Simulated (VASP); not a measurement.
# Tl (P6_3/mmc) in VASP: a series of runs

The runs below take Tl through single point, relaxation of volume and atoms at fixed shape, with PBEsol.

All numbers are computed with VASP 6.6.1; they aren't measurements. Logs are shortened: lines on timing, memory, paths and dates and some standing lists are left out, and cuts for length are marked.

## Step 1: The cell of the first run

It takes space group P6_3/mmc (No. 194, hexagonal). The conventional cell has a = 3.464 Å, b = 3.464 Å, c = 5.537 Å, α = 90.00°, β = 90.00°, γ = 120.00°. Tl (site symmetry -6m2) has 12 Tl at 3.42 to 3.46 Å within 4.5 Å.

## Step 2: Single point, PBEsol

INCAR

```
PREC = Accurate
ENCUT = 520
EDIFF = 1E-7
ISMEAR = -1
SIGMA = 0.02
LREAL = False
LASPH = True
NELM = 100
ALGO = Normal
ISIF = 2
LWAVE = False
LCHARG = False
GGA = PS
NBANDS = 20
```

KPOINTS

```
regular mesh
0
Gamma
  8 8 5
```

POSCAR

```
Tl
1.0
    3.4636689977      0.0000000000      0.0000000000
   -1.7318344988      2.9996253423      0.0000000000
    0.0000000000      0.0000000000      5.5372636997
Tl
2
Direct
    0.3333333333      0.6666666667      0.2500000000
    0.6666666667      0.3333333333      0.7500000000
```

Potentials or basis: VASP PAW PBE potentials, release 64 (Tl_d).

On the command line:

```
$ cat potpaw_PBE.64/Tl_d/POTCAR > POTCAR
$ mpirun -np 1 vasp_std > vasp.out
```

OUTCAR:

```text
PREC = Accurate
   ENCUT = 520
   EDIFF = 1E-7
   ISMEAR = -1
   LREAL = False
   LASPH = True
   NELM = 100
   ISIF = 2
   GGA = PS

 ion  position               nearest neighbor table
   1  0.333  0.667  0.250-   2 3.42   2 3.42   2 3.42   2 3.42   2 3.42   2 3.42
   2  0.667  0.333  0.750-   1 3.42   1 3.42   1 3.42   1 3.42   1 3.42   1 3.42

  LATTYP: Found a hexagonal cell.
 ALAT       =     3.4636689977
 C/A-ratio  =     1.5986699951

  Lattice vectors:

 A1 = (   3.4636689977,   0.0000000000,   0.0000000000)
 A2 = (  -1.7318344988,   2.9996253423,   0.0000000000)
 A3 = (   0.0000000000,   0.0000000000,   5.5372636997)

Analysis of symmetry for initial positions (statically):
=====================================================================
 Subroutine PRICEL returns:
 Original cell was already a primitive cell.

 Routine SETGRP: Setting up the symmetry group for a
 hexagonal supercell.

 Subroutine GETGRP returns: Found 24 space group operations
 (whereof 12 operations were pure point group operations)
 out of a pool of 24 trial point group operations.

The static configuration has the point symmetry D_3d.
 The point group associated with its full space group is D_6h.

Analysis of symmetry for dynamics (positions and initial velocities):
=====================================================================
 Subroutine PRICEL returns:
 Original cell was already a primitive cell.

 Routine SETGRP: Setting up the symmetry group for a
 hexagonal supercell.

 Subroutine GETGRP returns: Found 24 space group operations
 (whereof 12 operations were pure point group operations)
 out of a pool of 24 trial point group operations.

The dynamic configuration has the point symmetry D_3d.
 The point group associated with its full space group is D_6h.

 Subroutine INISYM returns: Found 24 space group operations
 (whereof 12 operations are pure point group operations),
 and found     1 'primitive' translations

----------------------------------------------------------------------------------------

                                     Primitive cell

  volume of cell :      57.5306

  direct lattice vectors                    reciprocal lattice vectors
     3.463668998  0.000000000  0.000000000     0.288711191  0.166687484  0.000000000
    -1.731834499  2.999625342  0.000000000     0.000000000  0.333374967  0.000000000
     0.000000000  0.000000000  5.537263700     0.000000000  0.000000000  0.180594614

  length of vectors
     3.463668998  3.463668998  5.537263700     0.333374967  0.333374967  0.180594614

  position of ions in fractional coordinates (direct lattice)
     0.333333333  0.666666667  0.250000000
     0.666666667  0.333333333  0.750000000

  ion indices of the primitive-cell ions
   primitive index   ion index
                 1           1
                 2           2

----------------------------------------------------------------------------------------

 KPOINTS: regular mesh

Automatic generation of k-mesh.
 Grid dimensions read from file:
 generate k-points for:    8    8    5

 Generating k-lattice:

  Cartesian coordinates                     Fractional coordinates (reciprocal lattice)
     0.036088899  0.020835935  0.000000000     0.125000000  0.000000000  0.000000000
     0.000000000  0.041671871  0.000000000     0.000000000  0.125000000  0.000000000
     0.000000000  0.000000000  0.036118923     0.000000000  0.000000000  0.200000000

  Length of vectors
     0.041671871  0.041671871  0.036118923

  Shift w.r.t. Gamma in fractional coordinates (k-lattice)
     0.000000000  0.000000000  0.000000000

 Subroutine IBZKPT returns following result:
 ===========================================

 Found     30 irreducible k-points:

 Following reciprocal coordinates:
            Coordinates               Weight
  0.000000  0.000000  0.000000      1.000000
  0.125000  0.000000  0.000000      6.000000
  0.250000  0.000000  0.000000      6.000000
  0.375000  0.000000  0.000000      6.000000
  0.500000  0.000000  0.000000      3.000000
  0.125000  0.125000  0.000000      6.000000
[... 16 lines left out ...]
  0.250000  0.000000  0.400000     12.000000
  0.375000  0.000000  0.400000     12.000000
 [... further k-points ...]
   k-points           NKPTS =     30   k-points in BZ     NKDIM =     30   number of bands    NBANDS=     20
   number of dos      NEDOS =    301   number of ions     NIONS =      2
   total plane-waves  NPLWV =  32928
   dimension x,y,z NGX =    28 NGY =   28 NGZ =   42
   dimension x,y,z NGXF=    56 NGYF=   56 NGZF=   84
   ions per type =               2
   NGX,Y,Z   is equivalent  to a cutoff of  13.44, 13.44, 12.61 a.u.
   NGXF,Y,Z  is equivalent  to a cutoff of  26.88, 26.88, 25.22 a.u.
 SYSTEM =  unknown system
   PREC   = accura    normal or accurate (medium, high low for compatibility)
   ISTART =      0    job   : 0-new  1-cont  2-samecut
   ICHARG =      2    charge: 1-file 2-atom 10-const
   ISPIN  =      1    spin polarized calculation?
   LNONCOLLINEAR =      F non collinear calculations
   LSORBIT =      F    spin-orbit coupling
   LASPH  =      T    aspherical Exc in radial PAW
   ENCUT  =  520.0 eV  38.22 Ry    6.18 a.u.   6.44  6.44 10.30*2*pi/ulx,y,z
   NELM   =    100;   NELMIN=  2; NELMDL= -5     # of ELM steps
   EDIFF  = 0.1E-06   stopping-criterion for ELM
   LREAL  =      F    real-space projection
   EDIFFG = 0.1E-05   stopping-criterion for IOM
   NSW    =      0    number of steps for IOM
   IBRION =     -1    ionic relax: 0-MD 1-quasi-New 2-CG
   NFREE  =      0    steps in history (QN), initial steepest desc. (CG)
   ISIF   =      2    stress and relaxation
   ISYM   =      2    0-nonsym 1-usesym 2-fastsym
   POTIM  = 0.5000    time-step for ionic-motion
   TEBEG  =    0.0;   TEEND  =   0.0 temperature during run
   PSTRESS=    0.0 pullay stress
   NELECT =      26.0000    total number of electrons
   NUPDOWN=      -1.0000    fix difference up-down
   EMIN   =  10.00;   EMAX   =-10.00  energy-range for DOS
   EFERMI =   0.00;   METHOD = LEGACY
   ISMEAR =    -1;   SIGMA  =   0.02  broadening in eV -4-tet -1-fermi 0-gaus
   EFERMI_NEDOS =   21; number of points for ismear=-14 and -15
   IALGO  =     38    algorithm
   IMIX   =      4    mixing-type and parameters
     AMIX     =   0.40;   BMIX     =  1.00
     AMIX_MAG =   1.60;   BMIX_MAG =  1.00
  volume/ion in A,a.u.               =      28.77       194.12
  Fermi-wavevector in a.u.,A,eV,Ry     =   1.256318  2.374098 21.474566  1.578336
  Thomas-Fermi vector in A             =   2.390032
   LORBIT       =      0    0 simple, 1 ext, 2 COOP (PROOUT), +10 PAW based schemes
   GGA     = PS    functional components
   LHFCALC =     F    Hartree Fock is set to
   AEXX    =    0.0000 exact exchange contribution
   IVDW    =     0    specifies the selected vdW correction
   LEPSILON=     F    determine dielectric tensor
   LRPA    =     F    only Hartree local field effects (RPA)
 non-spin polarized calculation
  energy-cutoff  :      520.00
  volume of cell :       57.53
 maximum number of plane-waves:      1574
 NGX is ok and might be reduce to    28
   NGX = 13   NGY = 13   NGZ = 21

 number of electron      26.0000003 magnetization

 Free energy of the ion-electron system (eV)
  ---------------------------------------------------
  ext. energy  EPLUGINS =         0.00000000
  ---------------------------------------------------
  free energy    TOTEN  =        -5.23199921 eV

  energy without entropy =       -5.23008256  energy(sigma->0) =       -5.23104089

 E-fermi :   6.3516     XC(G=0): -10.3359

 val. band max:        6.3204811966   @ k =   0.2500   0.2500   0.4000
 cond. band min:       6.3692943732   @ k =   0.2500   0.2500   0.2000
 fundamental gap:      0.0488131766
 Fermi energy:         6.3515956980

 k-point     1 :       0.0000    0.0000    0.0000
  band No.  band energies     occupation
      1      -5.4037      2.00000
      2      -5.1694      2.00000
      3      -5.1694      2.00000
      4      -5.1692      2.00000
      5      -5.1162      2.00000
      6      -5.1162      2.00000
[... 12 lines left out ...]
     19      17.0891      0.00000
     20      17.1838      0.00000

 k-point     2 :       0.1250    0.0000    0.0000
  band No.  band energies     occupation
      1      -5.3629      2.00000
      2      -5.2227      2.00000
      3      -5.1272      2.00000
      4      -5.1047      2.00000
      5      -5.0860      2.00000
      6      -5.0752      2.00000
[... 12 lines left out ...]
     19      16.7504      0.00000
     20      18.2117      0.00000

 k-point     3 :       0.2500    0.0000    0.0000
  band No.  band energies     occupation
      1      -5.4067      2.00000
      2      -5.2199      2.00000
      3      -5.1858      2.00000
      4      -5.1280      2.00000
      5      -5.0992      2.00000
      6      -4.9530      2.00000
[... 12 lines left out ...]
     19      15.9236      0.00000
     20      17.2829      0.00000

 k-point     4 :       0.3750    0.0000    0.0000
  band No.  band energies     occupation
      1      -5.4951      2.00000
      2      -5.3134      2.00000
      3      -5.2793      2.00000
      4      -5.1837      2.00000
      5      -5.0028      2.00000
      6      -4.9561      2.00000
[... 12 lines left out ...]
     19      14.8850      0.00000
     20      16.3876      0.00000

 k-point     5 :       0.5000    0.0000    0.0000
  band No.  band energies     occupation
      1      -5.5321      2.00000
      2      -5.3681      2.00000
      3      -5.3085      2.00000
      4      -5.2054      2.00000
      5      -4.9831      2.00000
      6      -4.9658      2.00000
[... 12 lines left out ...]
     19      14.4845      0.00000
     20      16.0839      0.00000
[... 353 lines left out ...]
      6      -5.1809      2.00000
[... 12 lines left out ...]
     19      16.7057      0.00000
     20      16.8791      0.00000

 k-point    22 :       0.1250    0.0000    0.4000
  band No.  band energies     occupation
      1      -5.2897      2.00000
      2      -5.2347      2.00000
      3      -5.1911      2.00000
      4      -5.1746      2.00000
      5      -5.1558      2.00000
      6      -5.1230      2.00000
[... 12 lines left out ...]
     19      16.0061      0.00000
     20      16.5380      0.00000

 k-point    23 :       0.2500    0.0000    0.4000
  band No.  band energies     occupation
      1      -5.3537      2.00000
      2      -5.2875      2.00000
      3      -5.2274      2.00000
      4      -5.1511      2.00000
      5      -5.0564      2.00000
      6      -4.9868      2.00000
[... 12 lines left out ...]
     19      15.2344      0.00000
     20      15.8632      0.00000

 k-point    24 :       0.3750    0.0000    0.4000
  band No.  band energies     occupation
      1      -5.4212      2.00000
      2      -5.3527      2.00000
      3      -5.3291      2.00000
      4      -5.2417      2.00000
      5      -5.0275      2.00000
      6      -4.8853      2.00000
[... 12 lines left out ...]
     19      14.8297      0.00000
     20      15.3760      0.00000

 [... further k-points ...]
[... 5 lines left out ...]
  --------------------------------------------------------------------------------------
  -------------------------------------------------------------------------------------
  Total       -0.1667731     -0.1667731      0.2914386     -0.0000000     -0.0000000      0.0000000
  in kB       -4.6444894     -4.6444894      8.1163168     -0.0000000     -0.0000000      0.0000000
  external PRESSURE =      -0.3908873 kB  Pullay stress =       0.0000000 kB

 VOLUME and BASIS-vectors are now :
 -----------------------------------------------------------------------------
  energy-cutoff  :      520.00
  volume of cell :       57.53
      direct lattice vectors                 reciprocal lattice vectors
     3.463668998  0.000000000  0.000000000     0.288711191  0.166687484  0.000000000
    -1.731834499  2.999625342  0.000000000     0.000000000  0.333374967  0.000000000
     0.000000000  0.000000000  5.537263700     0.000000000  0.000000000  0.180594614

 POSITION                                       TOTAL-FORCE (eV/Angst)
 -----------------------------------------------------------------------------------
     -0.00000      1.99975      1.38432         0.000000     -0.000000      0.000000
      1.73183      0.99988      4.15295        -0.000000      0.000000      0.000000
 -----------------------------------------------------------------------------------
    total drift:                               -0.000000      0.000000      0.000000

  FREE ENERGIE OF THE ION-ELECTRON SYSTEM (eV)
  ---------------------------------------------------
  free  energy   TOTEN  =        -5.2319992065 eV

  energy  without entropy=       -5.2300825637  energy(sigma->0) =       -5.23104089
```

Wall time 49 s (1 thread of AMD EPYC 7R13, shared host); peak memory 0.15 GiB.

What came out:

```yaml
Free_energy: -5.2320 eV
Pressure: 0.0 GPa
Band_gap_on_the_k_mesh: zero (band 13 reaches 8.39 eV, above the bottom of band 14 at 4.55 eV)
```

Levels at points of the mesh, in eV from the Fermi level:
| k point | band 10 | band 11 | band 12 | band 13 | band 14 | band 15 | band 16 | band 17 |
| --- | --- | --- | --- | --- | --- | --- | --- | --- |
| (0.00, 0.00, 0.00) | -11.05 | -10.06 | -5.15 | -2.86 | 7.90 | 7.90 | 9.97 | 9.97 |
| (0.50, 0.00, 0.00) | -11.00 | -5.81 | -4.73 | -0.76 | 0.45 | 1.31 | 3.75 | 3.82 |

Caveat: the PAW data sets were made with another functional, which shifts forces and pressure a little; spin-orbit coupling is left out, which moves the levels of the heavy elements.

## Step 3: Relaxation of volume and atoms at fixed shape, PBEsol

This run uses another cell than the first one, of 28.57 Å³/atom, 0.993 times its volume.

INCAR

```
PREC = Accurate
ENCUT = 600
EDIFF = 1E-6
ISMEAR = -1
SIGMA = 0.02
LREAL = F
LASPH = T
NELM = 80
ALGO = Normal
ISIF = 8
LWAVE = F
LCHARG = F
GGA = PS
IBRION = 2
NSW = 80
EDIFFG = -0.01
```

KPOINTS

```
Automatic mesh
0
Gamma
  8 8 5
```

POSCAR

```
Tl
1.0
    3.4560000000      0.0000000000      0.0000000000
   -1.7280000000      2.9929800000      0.0000000000
    0.0000000000      0.0000000000      5.5250000000
Tl
2
Direct
    0.3333333333      0.6666666667      0.2500000000
    0.6666666667      0.3333333333      0.7500000000
```

Potentials or basis: VASP PAW PBE potentials, release 64 (Tl_d).

On the command line:

```
$ cat potpaw_PBE.64/Tl_d/POTCAR > POTCAR
$ mpirun -np 1 vasp_std > vasp.out
```

OUTCAR:

```text
PREC = Accurate
   ENCUT = 600
   EDIFF = 1E-6
   ISMEAR = -1
   LREAL = F
   LASPH = T
   NELM = 80
   ISIF = 8
   GGA = PS
   IBRION = 2
   NSW = 80
   EDIFFG = -0.01

 ion  position               nearest neighbor table
   1  0.333  0.667  0.250-   2 3.41   2 3.41   2 3.41   2 3.41   2 3.41   2 3.41
   2  0.667  0.333  0.750-   1 3.41   1 3.41   1 3.41   1 3.41   1 3.41   1 3.41

  LATTYP: Found a hexagonal cell.
 ALAT       =     3.4560000000
 C/A-ratio  =     1.5986689815

[... 719 lines left out ...]

  FORCE on cell =-STRESS in cart. coord.  units (eV):
  Direction    XX          YY          ZZ          XY          YZ          ZX
  --------------------------------------------------------------------------------------
  -------------------------------------------------------------------------------------
  Total       -0.1465246     -0.1465242      0.3114461      0.0000000      0.0000000      0.0000000
  in kB       -4.0795473     -4.0795370      8.6713009      0.0000000      0.0000000      0.0000000
  external PRESSURE =       0.1707389 kB  Pullay stress =       0.0000000 kB

 VOLUME and BASIS-vectors are now :
 -----------------------------------------------------------------------------
  energy-cutoff  :      600.00
  volume of cell :       57.55
      direct lattice vectors                 reciprocal lattice vectors
     3.463965205  0.000000000  0.000000000     0.288686503  0.166673441  0.000000000
    -1.731982603  2.999878061  0.000000000     0.000000000  0.333346883  0.000000000
     0.000000000  0.000000000  5.537733727     0.000000000  0.000000000  0.180579286

 POSITION                                       TOTAL-FORCE (eV/Angst)
 -----------------------------------------------------------------------------------
     -0.00000      1.99992      1.38443         0.000000      0.000000      0.000000
      1.73198      0.99996      4.15330        -0.000000     -0.000000      0.000000
 -----------------------------------------------------------------------------------
    total drift:                               -0.000000      0.000000      0.000000

  FREE ENERGIE OF THE ION-ELECTRON SYSTEM (eV)
  ---------------------------------------------------
  free  energy   TOTEN  =        -5.2320158318 eV

  energy  without entropy=       -5.2301012567  energy(sigma->0) =       -5.23105854

 reached required accuracy - stopping structural energy minimisation
```

OSZICAR:

```text
N       E                     dE             d eps       ncg     rms          rms(c)
DAV:   1     0.137378419524E+03    0.13738E+03   -0.15663E+04  1020   0.162E+03
DAV:   2    -0.300665222994E+01   -0.14039E+03   -0.13861E+03  1061   0.317E+02
DAV:   3    -0.529413520854E+01   -0.22875E+01   -0.22788E+01  1238   0.357E+01
[... 12 lines left out ...]
DAV:   3    -0.523209587010E+01    0.16813E-02   -0.58099E-03  1029   0.671E-01    0.167E-01
DAV:   4    -0.523202621908E+01    0.69651E-04   -0.24709E-04  1048   0.963E-02    0.170E-02
DAV:   5    -0.523201689786E+01    0.93212E-05   -0.79131E-05  1056   0.773E-02    0.104E-02
DAV:   6    -0.523201586444E+01    0.10334E-05   -0.30339E-06   842   0.151E-02    0.477E-04
DAV:   7    -0.523201583178E+01    0.32660E-07   -0.87548E-08   523   0.266E-03
   2 F= -.52320158E+01 E0= -.52310585E+01  d E =-.356063E-03
```

CONTCAR:

```text
Tl
   1.00000000000000
     3.4639652052679195    0.0000000000000000    0.0000000000000000
    -1.7319826026339598    2.9998780613607576    0.0000000000000000
     0.0000000000000000    0.0000000000000000    5.5377337265929567
  Tl
     2
Direct
     0.3333333332999970    0.6666666667000030    0.2500000000000000
     0.6666666667000030    0.3333333332999970    0.7500000000000000

  0.00000000E+00  0.00000000E+00  0.00000000E+00
  0.00000000E+00  0.00000000E+00  0.00000000E+00
```

Wall time 61 s (1 thread of AMD EPYC 7R13, shared host); peak memory 0.17 GiB.

What came out:

- Free energy: -5.2320 eV
- Relaxed volume: 28.77 Å³/atom
- Relaxed cell: a = 3.464 Å, b = 3.464 Å, c = 5.538 Å, α = 90.00°, β = 90.00°, γ = 120.00°
- Space group after relaxing (to 0.05 Å): P6_3/mmc (No. 194)
- Energy gained by relaxing: 0.2 meV/atom
- Ionic steps: 2
- Pressure after relaxing: 0.0 GPa
- Band gap on the k mesh: zero (band 13 reaches 8.39 eV, above the bottom of band 14 at 4.54 eV)

Stress tensor (GPa, compression positive):
```
-0.41  0.00  0.00
 0.00 -0.41  0.00
 0.00  0.00  0.87
```

Step by step:
```csv
step,energy change (eV),largest force (eV/Å),pressure (GPa),volume (Å³)
1,0.0000,0.0000,0.27,57.15
2,-0.0004,0.0000,0.02,57.55
```

Final structure:
```cif
data_structure
_symmetry_space_group_name_H-M 'P 1'
_symmetry_Int_Tables_number 1
_cell_length_a 3.4640
_cell_length_b 3.4640
_cell_length_c 5.5377
_cell_angle_alpha 90.000
_cell_angle_beta 90.000
_cell_angle_gamma 120.000
_cell_volume 57.55
loop_
_atom_site_label
_atom_site_type_symbol
_atom_site_fract_x
_atom_site_fract_y
_atom_site_fract_z
_atom_site_occupancy
Tl1 Tl 0.33333 0.66667 0.25000 1
Tl2 Tl 0.66667 0.33333 0.75000 1
```

Caveat: the PAW data sets were made with another functional, which shifts forces and pressure a little; spin-orbit coupling is left out, which moves the levels of the heavy elements.
